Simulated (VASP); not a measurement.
A run of VASP 6.6.1 is set up as follows.

File INCAR:

```
PREC     = Accurate       # precision mode
ENCUT    = 600            # plane-wave cutoff, eV
EDIFF    = 1E-6           # SCF threshold, eV
ISMEAR   = -1             # smearing method
SIGMA    = 0.05           # smearing width, eV
LREAL    = F              # projectors in reciprocal space
LASPH    = T              # aspherical terms in the spheres
NELM     = 200            # most SCF steps
ALGO     = Normal         # electronic algorithm
ISIF     = 2              # what is computed and relaxed
LWAVE    = F              # write WAVECAR
LCHARG   = F              # write CHGCAR
ISPIN    = 2              # spin polarisation
MAGMOM   = 6.97           # initial moments
LORBIT   = 11             # projections on sites
LMAXMIX  = 6              # l up to which the mixer works
GGA      = PS             # functional
NBANDS   = 18             # bands
GGA_COMPAT= F
```

Contents of KPOINTS:

```
Automatic mesh
0
Gamma
  14 14 14
```

POSCAR

```
Eu
1.0
   -2.1735353009      2.1735353009      2.1735353009
    2.1735353009     -2.1735353009      2.1735353009
    2.1735353009      2.1735353009     -2.1735353009
Eu
1
Direct
    0.0000000000      0.0000000000      0.0000000000
```

Potentials or basis: VASP PAW PBE potentials, release 64 (Eu).

Command:

```bash
$ cat potpaw_PBE.64/Eu/POTCAR > POTCAR
$ mpirun -np 1 vasp_std > vasp.out
```

Problem. Estimate the site moments.

Solution. Eu +6.67 μB.

Problem. What does it give for the net moment?

Solution. 7.25 μB per cell.

Problem. Estimate the pressure.

Solution. -1.2 GPa.

Caveat: the PAW data sets were made with another functional, which shifts forces and pressure a little. The state reached can hang on the start; a lower one may exist.
